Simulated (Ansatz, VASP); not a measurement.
## ZnSe: VASP beside Ansatz

Contents of INCAR:

```
ALGO     = Normal         # electronic algorithm
EDIFF    = 1E-7           # SCF threshold, eV
ENCUT    = 520            # plane-wave cutoff, eV
ISIF     = 2              # what is computed and relaxed
ISMEAR   = 0              # smearing method
LASPH    = T              # aspherical terms in the spheres
LCHARG   = F              # write CHGCAR
LREAL    = F              # projectors in reciprocal space
LWAVE    = F              # write WAVECAR
NBANDS   = 26             # bands
NELM     = 100            # most SCF steps
PREC     = Accurate       # precision mode
SIGMA    = 0.05           # smearing width, eV
```

The input KPOINTS:

```
k-points
0
Gamma
  8 8 6
```

File POSCAR:

```
ZnSe
1.0
    3.9159718085      0.0000000000      0.0000000000
    0.0000000000      3.9159718085      0.0000000000
    0.0000000000      0.0000000000      5.1683640962
Zn Se
2 2
Direct
    0.0000000000      0.0000000000      0.0000000000
    0.5000000000      0.5000000000      0.0000000000
    0.0000000000      0.5000000000      0.2797006005
    0.5000000000      0.0000000000      0.7202993995
```

Input for Ansatz:

```yaml
crystal:
  lattice:
    - [3.9159718085, 0.0, 0.0]
    - [0.0, 3.9159718085, 0.0]
    - [0.0, 0.0, 5.1683640962]
  atoms:
    - { symbol: Zn, position: [0.0, 0.0, 0.0] }
    - { symbol: Zn, position: [0.5, 0.5, 0.0] }
    - { symbol: Se, position: [0.0, 0.5, 0.2797006005] }
    - { symbol: Se, position: [0.5, 0.0, 0.7202993995] }
basis:
  ecutwfc: 520.0
kpoints:
  mp_grid: { grid: [8, 8, 6] }
hamiltonian:
  xc: lda
  pseudopotentials: { kind: paw, azcp: { folder: soft_1 } }
scf:
  occupations: { method: gaussian, width: 0.05 }
output:
  forces: true
  stress: true
  eigenvalues: true
```

Change from the starting cell: mode 11 frozen in at +0.000 Å, equal normal strain along x, y and z -0.0167.

Alike in both runs: task single point; functional LDA; k mesh 8 × 8 × 6; occupations gaussian, width 0.05 eV; no spin polarisation.

|  | VASP | Ansatz |
| --- | --- | --- |
| version | VASP 6.6.1 | Ansatz 0.2.0 |
| potentials or method | VASP PAW LDA potentials, release 64 (Zn, Se), cutoff 520 eV | scalar-relativistic, plane waves, PAW |
| valence electrons in the cell | 36 | 56 |

VASP gave:

- gap on the k mesh at the Fermi level (eV): 1.60
- least direct gap on the mesh (eV): 1.60
- pressure (GPa): 4.7
- traceless stress, the component that is largest in VASP (GPa): -0.22
- rms of the force components (eV/Å): 0.261

Question: What did Ansatz give for the same quantities?

Answer: gap on the k mesh at the Fermi level (eV): 1.60; least direct gap on the mesh (eV): 1.60; pressure (GPa): 4.2; traceless stress, the component that is largest in VASP (GPa): -0.19; rms of the force components (eV/Å): 0.229.

Ansatz warns that its potentials were made for another functional, while VASP's fit it. LDA's correlation is that of Perdew and Zunger in VASP and of Perdew and Wang (1992) in Ansatz. Atom by atom the forces differ by 0.032 eV/Å (rms over components). VASP's potentials hold 36 valence electrons a cell and Ansatz's 56, so a difference there can come from the potentials and not from the codes.
